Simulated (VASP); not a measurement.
Set up this calculation in VASP 6.6.1, as the native input.

```yaml
Task: single point
Functional: PBE
Potentials_or_basis: VASP PAW PBE potentials, release 64 (Li_sv, B, H)
Cutoff: 520 eV
k_mesh: 12 × 12 × 8
Occupations: gaussian, width 0.1 eV
Spin: no spin polarisation
Dipole_correction: no
Further_INCAR_settings: ALGO = Normal; EDIFF = 1e-06; NBANDS = 25
```

The structure of Li3B2H9 lies in POSCAR:

```
Li3B2H9
1.0
    4.3009116473      0.0000000000      0.0000000000
   -2.1504558236      3.7246987460      0.0000000000
    0.0000000000      0.0000000000      5.2920457350
Li B H
3 2 9
Direct
    0.3333333333      0.6666666667      0.8060867630
    0.6666666667      0.3333333333      0.1939132370
    0.0000000000      0.0000000000      0.5000000000
    0.3333333333      0.6666666667      0.2958091944
    0.6666666667      0.3333333333      0.7041908056
    0.8189198858      0.6378397716      0.8215740912
    0.3621602284      0.1810801142      0.8215740912
    0.8189198858      0.1810801142      0.8215740912
    0.1810801142      0.3621602284      0.1784259088
    0.6378397716      0.8189198858      0.1784259088
    0.1810801142      0.8189198858      0.1784259088
    0.5000000000      0.0000000000      0.5000000000
    0.0000000000      0.5000000000      0.5000000000
    0.5000000000      0.5000000000      0.5000000000
```

The input as run:

INCAR

```
  PREC = Accurate
  ENCUT = 520
  EDIFF = 1E-6
  ISMEAR = 0
  SIGMA = 0.1
  LREAL = False
  LASPH = True
  NELM = 80
  ALGO = Normal
  ISIF = 2
  LWAVE = False
  LCHARG = False
  GGA = PE
  NBANDS = 25
```

KPOINTS

```
Automatic mesh
0
Gamma
  12 12 8
```

Potentials or basis: VASP PAW PBE potentials, release 64 (Li_sv, B, H).

Launch:

```sh
$ cat potpaw_PBE.64/Li_sv/POTCAR potpaw_PBE.64/B/POTCAR potpaw_PBE.64/H/POTCAR > POTCAR
$ mpirun -np 1 vasp_std > vasp.out
```

It gave:

```
Largest force          : 0.022 eV/Å
Band gap on the k mesh : zero (bands 12 and 13 overlap by 1.70 eV)
```

Run time: 110 s on 1 thread of Intel(R) Xeon(R) 6975P-C (Granite Rapids), on a shared host, peak memory 0.33 GiB.
